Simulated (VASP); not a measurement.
Write the native input for VASP 6.6.1 that does the following.

- Task: single point
- Functional: PBE
- Potentials or basis: VASP PAW PBE potentials, release 64 (Cs_sv)
- Cutoff: 520 eV
- k mesh: 10 × 10 × 10
- Occupations: fermi-dirac, width 0.05 eV
- Spin: no spin polarisation
- Dipole correction: no
- Further INCAR settings: ALGO = Normal; EDIFF = 1e-06; NBANDS = 10

The structure of Cs lies in POSCAR:

```
Cs
1.0
    0.0000000000      2.8565786267      2.8565786267
    2.8565786267      0.0000000000      2.8565786267
    2.8565786267      2.8565786267      0.0000000000
Cs
1
Direct
    0.0000000000      0.0000000000      0.0000000000
```

This isn't the form of Cs at room conditions, which is bcc.

The input as run:

INCAR

```
SYSTEM = Cs
PREC = Accurate ; ENCUT = 520
EDIFF = 1E-6 ; ISMEAR = -1
SIGMA = 0.05 ; LREAL = .FALSE.
LASPH = .TRUE. ; NELM = 100
ALGO = Normal ; ISIF = 2
LWAVE = .FALSE. ; LCHARG = .FALSE.
GGA = PE ; NBANDS = 10
```

KPOINTS

```
Automatic mesh
0
G
  10 10 10
  0 0 0
```

Potentials or basis: VASP PAW PBE potentials, release 64 (Cs_sv).

Launch:

```bash
$ cat potpaw_PBE.64/Cs_sv/POTCAR > POTCAR
$ mpirun -np 1 vasp_std > vasp.out
```

Results of the run:

The pressure is 6.0 GPa and the band gap on the k mesh is zero (an odd number of electrons rules out a gap without spin polarisation).

Caveat: the cell stands under pressure; spin-orbit coupling is left out, which moves the levels of the heavy elements.

Run time: 9.7 s on 1 thread of Intel(R) Xeon(R) 6975P-C (Granite Rapids) (shared host), peak memory 0.17 GiB.
